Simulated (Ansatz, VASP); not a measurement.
**CdF2: VASP beside Ansatz**

```
Cd F
1.0
     0.00000    2.69400    2.69400
     2.69400    0.00000    2.69400
     2.69400    2.69400    0.00000
Cd F
1 2
Direct
  0.00000 0.00000 0.00000
  0.75000 0.75000 0.75000
  0.25000 0.25000 0.25000
```

Alike in both runs: task relaxation of cell and atoms; functional PBE; dispersion D4; k mesh 9 × 9 × 9; occupations fermi-dirac, width 0.05 eV; no spin polarisation.

|  | VASP | Ansatz |
| --- | --- | --- |
| version | VASP 6.6.1 | Ansatz 0.2.0 |
| potentials or method | VASP PAW PBE potentials, release 64 (Cd, F) | Ansatz PAW |
| plane-wave cutoff (eV) | 600 | 420 |
| valence electrons in the cell | 26 | 34 |

VASP gave:

* gap on the k mesh at the Fermi level, each at its own relaxed structure (eV): 2.97
* relaxed volume (Å³/atom): 13.52
* relaxed cell length with the largest relative difference (Å): 3.857

Problem. Which values does Ansatz return?

Solution. gap on the k mesh at the Fermi level, each at its own relaxed structure (eV): 3.02; relaxed volume (Å³/atom): 13.45; relaxed cell length with the largest relative difference (Å): 3.850.

VASP's potentials hold 26 valence electrons a cell and Ansatz's 34, so a difference there can come from the potentials and not from the codes.

Noted on Ansatz's run: odd divisions of the mesh miss points on the zone boundary, where band edges often lie, so the gap on the mesh can be too wide; the plane-wave basis is chosen anew once the cell has moved, so the energies of steps on either side of that aren't comparable.
